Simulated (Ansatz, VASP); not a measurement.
One calculation of CuO, two programs

File INCAR:

```
SYSTEM = CuO
PREC = Accurate
ENCUT = 600
EDIFF = 1E-6
ISMEAR = 0
SIGMA = 0.05
LREAL = .FALSE.
LASPH = .TRUE.
NELM = 200
ALGO = Normal
ISIF = 2
LWAVE = .FALSE.
LCHARG = .FALSE.
ISPIN = 2
MAGMOM = 1 0
LORBIT = 11
LMAXMIX = 4
LDAU = .TRUE.
LDAUTYPE = 2
LDAUL = 2 -1
LDAUU = 8 0
LDAUJ = 0 0
LDAUPRINT = 1
NBANDS = 20
GGA_COMPAT = .FALSE.
```

KPOINTS

```
regular mesh
0
G
  7 7 7
  0 0 0
```

POSCAR

```
CuO
1.0
    2.5525506100      0.0000000000      0.0000000000
    0.0000000000      2.5525506100      0.0000000000
    0.0000000000      0.0000000000      2.5525506100
Cu O
1 1
Direct
    0.0000000000      0.0000000000      0.0000000000
    0.5000000000      0.5000000000      0.5000000000
```

Input for Ansatz:

```yaml
crystal:
  lattice:
    - [2.55255061, 0.0, 0.0]
    - [0.0, 2.55255061, 0.0]
    - [0.0, 0.0, 2.55255061]
  atoms:
    - { symbol: Cu, position: [0.0, 0.0, 0.0], spin: 1.0 }
    - { symbol: O, position: [0.5, 0.5, 0.5] }
basis:
  ecutwfc: 420
  ecutrho_ratio: 4
kpoints:
  mp_grid: { grid: [7, 7, 7] }
hamiltonian:
  xc: lda
  hubbard: { sites: [{ site: 0, l: d, u_eff: 8.0 }] }
scf:
  occupations: { method: gaussian, width: 0.05 }
output:
  forces: true
  stress: true
  eigenvalues: true
  populations: true
  hubbard: { sites: [{ site: 0, l: d }] }
magnetization:
  spin_polarized: true
```

Alike in both runs: task single point; functional LDA; k mesh 7 × 7 × 7; occupations gaussian, width 0.05 eV; collinear spin; Hubbard terms Cu d U = 8.0 eV.

```csv
,VASP,Ansatz
version,VASP 6.6.1,Ansatz 0.2.0
potentials or method,"VASP PAW LDA potentials, release 64 (Cu, O), cutoff 600 eV","scalar-relativistic, plane waves, PAW"
valence electrons in the cell,17,25
```

```tsv
	VASP	Ansatz	Ansatz less VASP
gap on the k mesh at the Fermi level (eV)	none	none	-
pressure (GPa)	-5.8	11.0	+16.75
net moment per atom (μB)	0.50	0.50	0.000
size of the moment on the site where the two differ most (μB)	0.62	0.73	+0.113
```

LDA's correlation is that of Perdew and Zunger in VASP and of Perdew and Wang (1992) in Ansatz. Site moments also hang on the region over which each program counts them. The programs project onto different local orbitals, so the same U acts differently, and such runs can settle in different states. A gap of «none» marks a metal or a gap that the smearing closes. VASP's potentials hold 17 valence electrons a cell and Ansatz's 25, so a difference there can come from the potentials and not from the codes. Ansatz's warnings: filled band counts differ across k points.
